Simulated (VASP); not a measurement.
# Sn4O7 (a cell with a defect) in VASP: single point with LDA

Aim: the single point of Sn4O7 (a cell with a defect) with LDA.

All numbers are computed with VASP 6.6.1; they aren't measurements. Logs are shortened: lines on timing, memory, paths and dates and some standing lists are left out, and cuts for length are marked.

## Step 1: The cell of the first run

The cell holds a defect, 11 atoms: a = 5.614 Å, b = 5.614 Å, c = 5.811 Å, α = 90.00°, β = 118.88°, γ = 90.00°.

## Step 2: Single point, LDA (atoms taken out)

The input, INCAR:

```
PREC     = Accurate       # precision mode
ENCUT    = 520            # plane-wave cutoff, eV
EDIFF    = 1E-7           # SCF threshold, eV
ISMEAR   = 0              # smearing method
SIGMA    = 0.05           # smearing width, eV
LREAL    = False          # projectors in reciprocal space
LASPH    = True           # aspherical terms in the spheres
NELM     = 80             # most SCF steps
ALGO     = Normal         # electronic algorithm
ISIF     = 2              # what is computed and relaxed
LWAVE    = False          # write WAVECAR
LCHARG   = False          # write CHGCAR
GGA      = CA             # functional
NELECT   = 96.0         
NBANDS   = 60             # bands
```

The input, KPOINTS:

```
regular mesh
0
Gamma
  6 4 6
```

The input, POSCAR:

```
Sn4O7
1.0
    3.9697699592     -3.9697699592      0.0000000000
    3.9697699592      3.9697699592      0.0000000000
   -1.9848849796      1.9848849796      5.0882634188
Sn O
4 7
Direct
    1.0000000000      0.2500000000      0.5000000000
    0.5000000000      0.7500000000      0.5000000000
    0.5000000000      0.5000000000      0.0000000000
    0.0000000000      0.0000000000      0.0000000000
    0.7970126936      0.0000000000      0.5940253873
    0.2467355955      0.3328662534      0.8277386841
    0.7029873064      0.7500000000      0.9059746127
    0.7029873064      0.5000000000      0.4059746127
    0.2029873064      0.0000000000      0.4059746127
    0.7970126936      0.2500000000      0.0940253873
    0.2970126936      0.7500000000      0.0940253873
```

Potentials or basis: VASP PAW LDA potentials, release 64 (Sn_d, O).

Command:

```
$ cat potpaw_LDA.64/Sn_d/POTCAR potpaw_LDA.64/O/POTCAR > POTCAR
$ mpirun -np 1 vasp_std > vasp.out
```

OUTCAR:

```text
PREC = Accurate
   ENCUT = 520
   EDIFF = 1E-7
   ISMEAR = 0
   LREAL = False
   LASPH = True
   NELM = 80
   ISIF = 2
   GGA = CA
   NELECT = 96.0

 ion  position               nearest neighbor table
   1  0.000  0.250  0.500-   6 1.79   8 2.04   5 2.04   9 2.04  10 2.07   3 3.23   3 3.23   4 3.23
                             4 3.23
   2  0.500  0.750  0.500-   5 2.04   9 2.04   8 2.04   7 2.07  11 2.07   4 3.23   4 3.23   3 3.23
                             3 3.23
   3  0.500  0.500  0.000-   6 1.59  10 2.04   7 2.04  11 2.04   8 2.07   1 3.23   1 3.23   2 3.23
                             2 3.23
   4  0.000  0.000  0.000-   7 2.04  11 2.04  10 2.04   5 2.07   9 2.07   6 2.78   2 3.23   2 3.23
                             1 3.23   1 3.23
   5  0.797  0.000  0.594-   2 2.04   1 2.04   4 2.07
   6  0.247  0.333  0.828-   3 1.59   1 1.79   4 2.78
   7  0.703  0.750  0.906-   4 2.04   3 2.04   2 2.07
   8  0.703  0.500  0.406-   1 2.04   2 2.04   3 2.07
   9  0.203  0.000  0.406-   2 2.04   1 2.04   4 2.07
  10  0.797  0.250  0.094-   3 2.04   4 2.04   1 2.07
  11  0.297  0.750  0.094-   4 2.04   3 2.04   2 2.07

  LATTYP: Found a base centered orthorhombic cell.
 ALAT       =     5.6141025158
 B/A-ratio  =     1.8126720716
 C/A-ratio  =     1.0000000000

  Lattice vectors:

 A1 = (  -1.9848849796,   1.9848849796,  -5.0882634188)
 A2 = (  -1.9848849796,   1.9848849796,   5.0882634188)
 A3 = (   3.9697699592,   3.9697699592,   0.0000000000)

Analysis of symmetry for initial positions (statically):
=====================================================================
 Subroutine PRICEL returns:
 Original cell was already a primitive cell.

 Routine SETGRP: Setting up the symmetry group for a
 base centered orthorhombic supercell.

 Subroutine GETGRP returns: Found  1 space group operations
 (whereof  1 operations were pure point group operations)
 out of a pool of  8 trial point group operations.

The static configuration has the point symmetry C_1 .

Analysis of symmetry for dynamics (positions and initial velocities):
=====================================================================
 Subroutine PRICEL returns:
 Original cell was already a primitive cell.

 Routine SETGRP: Setting up the symmetry group for a
 base centered orthorhombic supercell.

 Subroutine GETGRP returns: Found  1 space group operations
 (whereof  1 operations were pure point group operations)
 out of a pool of  8 trial point group operations.

[... 128 lines left out ...]
   PSTRESS=    0.0 pullay stress
   NELECT =      96.0000    total number of electrons
   NUPDOWN=      -1.0000    fix difference up-down
   EMIN   =  10.00;   EMAX   =-10.00  energy-range for DOS
   EFERMI =   0.00;   METHOD = LEGACY
   ISMEAR =     0;   SIGMA  =   0.05  broadening in eV -4-tet -1-fermi 0-gaus
   EFERMI_NEDOS =   21; number of points for ismear=-14 and -15
   IALGO  =     38    algorithm
   IMIX   =      4    mixing-type and parameters
     AMIX     =   0.40;   BMIX     =  1.00
     AMIX_MAG =   1.60;   BMIX_MAG =  1.00
  volume/ion in A,a.u.               =      14.58        98.39
  Fermi-wavevector in a.u.,A,eV,Ry     =   1.379712  2.607278 25.900127  1.903606
  Thomas-Fermi vector in A             =   2.504656
   LORBIT       =      0    0 simple, 1 ext, 2 COOP (PROOUT), +10 PAW based schemes
   GGA     = CA    functional components
   LHFCALC =     F    Hartree Fock is set to
   AEXX    =    0.0000 exact exchange contribution
   IVDW    =     0    specifies the selected vdW correction
   LEPSILON=     F    determine dielectric tensor
   LRPA    =     F    only Hartree local field effects (RPA)
 non-spin polarized calculation
 Gauss-broadening in eV      SIGMA  =   0.05
  energy-cutoff  :      520.00
  volume of cell :      160.37
 maximum number of plane-waves:      4352
 NGX is ok and might be reduce to    42
   NGX = 21   NGY = 21   NGZ = 21

 number of electron      96.0000000 magnetization

 Free energy of the ion-electron system (eV)
  ---------------------------------------------------
  ext. energy  EPLUGINS =         0.00000000
  ---------------------------------------------------
  free energy    TOTEN  =       -81.50621347 eV

  energy without entropy =      -81.50621347  energy(sigma->0) =      -81.50621347

 E-fermi :   3.8407     XC(G=0): -10.4099

 val. band max:        3.5475081425   @ k =   0.1667   0.0000   0.1667
 cond. band min:       4.2023551113   @ k =   0.0000   0.0000   0.0000
 fundamental gap:      0.6548469687
 Fermi energy:         3.8407180014

 k-point     1 :       0.0000    0.0000    0.0000
  band No.  band energies     occupation
      1     -18.7424      2.00000
      2     -16.6898      2.00000
      3     -16.6178      2.00000
      4     -16.5255      2.00000
      5     -16.2893      2.00000
      6     -16.1581      2.00000
[... 1501 lines left out ...]
     59      13.3426      0.00000
     60      13.7971      0.00000

 [... further k-points ...]

------------------------ aborting loop because EDIFF is reached ----------------------------------------

  FORCE on cell =-STRESS in cart. coord.  units (eV):
  Direction    XX          YY          ZZ          XY          YZ          ZX
  --------------------------------------------------------------------------------------
  -------------------------------------------------------------------------------------
  Total       -2.1957667    -23.8131876     -6.7922809      0.0907510      0.0679765     13.7118474
  in kB      -21.9364587   -237.9018681    -67.8572030      0.9066333      0.6791089    136.9860330
  external PRESSURE =    -109.2318433 kB  Pullay stress =       0.0000000 kB

 VOLUME and BASIS-vectors are now :
 -----------------------------------------------------------------------------
  energy-cutoff  :      520.00
  volume of cell :      160.37
      direct lattice vectors                 reciprocal lattice vectors
     3.969769959 -3.969769959  0.000000000     0.125951883 -0.125951883  0.098265353
     3.969769959  3.969769959  0.000000000     0.125951883  0.125951883  0.000000000
    -1.984884980  1.984884980  5.088263419     0.000000000  0.000000000  0.196530706

 POSITION                                       TOTAL-FORCE (eV/Angst)
 -----------------------------------------------------------------------------------
      0.00000      1.98488      2.54413        -3.736089      0.052272     -5.421901
      3.96977      1.98488      2.54413         2.701910     -0.076800     -0.357886
      3.96977      0.00000      0.00000        14.935495      0.053874     11.026808
      0.00000      0.00000      0.00000        -0.963193     -0.044467     -0.166323
      1.98488     -1.98488      3.02256         1.327987      0.000661      1.144509
      0.65792      1.98488      4.21175       -12.675435     -0.028156     -5.778444
      3.96977      1.98488      4.60984        -2.109812      0.015982     -1.273830
      3.96977     -0.00000      2.06571        -0.265843      0.292268      0.121894
      0.00000     -0.00000      2.06571         0.025341     -0.238280      0.129327
      3.96977     -1.98488      0.47843         0.639799     -0.818153      0.334739
      3.96977      1.98488      0.47843         0.119840      0.790800      0.241105
 -----------------------------------------------------------------------------------
    total drift:                               -0.000002     -0.000240      0.000362

  FREE ENERGIE OF THE ION-ELECTRON SYSTEM (eV)
  ---------------------------------------------------
  free  energy   TOTEN  =       -81.5062134653 eV

  energy  without entropy=      -81.5062134653  energy(sigma->0) =      -81.50621347
```

OSZICAR:

```text
N       E                     dE             d eps       ncg     rms          rms(c)
DAV:   1     0.141398992763E+04    0.14140E+04   -0.44499E+04 10292   0.241E+03
DAV:   2     0.208993216122E+03   -0.12050E+04   -0.11406E+04  9696   0.729E+02
DAV:   3    -0.679825165618E+02   -0.27698E+03   -0.26608E+03  9896   0.269E+02
DAV:   4    -0.920966963061E+02   -0.24114E+02   -0.23665E+02 10880   0.879E+01
DAV:   5    -0.930049433529E+02   -0.90825E+00   -0.90389E+00 10584   0.172E+01    0.222E+01
DAV:   6    -0.816483100965E+02    0.11357E+02   -0.35372E+01 14736   0.752E+01    0.864E+00
DAV:   7    -0.817381596566E+02   -0.89850E-01   -0.55330E+00  9984   0.105E+01    0.492E+00
DAV:   8    -0.815468973769E+02    0.19126E+00   -0.78771E-01 13908   0.695E+00    0.135E+00
DAV:   9    -0.815050001495E+02    0.41897E-01   -0.12533E-01 13600   0.409E+00    0.303E-01
DAV:  10    -0.815060415439E+02   -0.10414E-02   -0.22791E-02 12104   0.108E+00    0.168E-01
DAV:  11    -0.815062730392E+02   -0.23150E-03   -0.34306E-03 13248   0.485E-01    0.121E-01
DAV:  12    -0.815062177297E+02    0.55310E-04   -0.87678E-04 13552   0.269E-01    0.421E-02
DAV:  13    -0.815062142707E+02    0.34590E-05   -0.15147E-04 11976   0.966E-02    0.228E-02
DAV:  14    -0.815062137100E+02    0.56071E-06   -0.36487E-05 11784   0.507E-02    0.873E-03
DAV:  15    -0.815062135700E+02    0.13998E-06   -0.52344E-06 12160   0.252E-02    0.356E-03
DAV:  16    -0.815062134466E+02    0.12337E-06   -0.25371E-06 13416   0.147E-02    0.136E-03
DAV:  17    -0.815062134653E+02   -0.18717E-07   -0.19589E-07  7112   0.367E-03
   1 F= -.81506213E+02 E0= -.81506213E+02  d E =-.556652E-18
```

Run time: 17 min. Hardware: 1 thread of Oxide Virtual Turin-like, shared host; peak memory 0.54 GiB.

Results:

```
Free energy   : -81.5062 eV
Largest force : 18.565 eV/Å
```

Forces in eV/Å, atoms in the order of the input:
```
Sn   -3.736   0.052  -5.422
Sn    2.702  -0.077  -0.358
Sn   14.935   0.054  11.027
Sn   -0.963  -0.044  -0.166
O     1.328   0.001   1.145
O   -12.675  -0.028  -5.778
O    -2.110   0.016  -1.274
O    -0.266   0.292   0.122
O     0.025  -0.238   0.129
O     0.640  -0.818   0.335
O     0.120   0.791   0.241
```

Caveat: the cell carries a net charge on a neutralising background, which shifts energy and pressure; the cell differs from its parent crystal (atoms taken out); the cell is charged against a uniform background, so pressure and absolute levels hang on convention; spin-orbit coupling is left out, which moves the levels of the heavy elements.
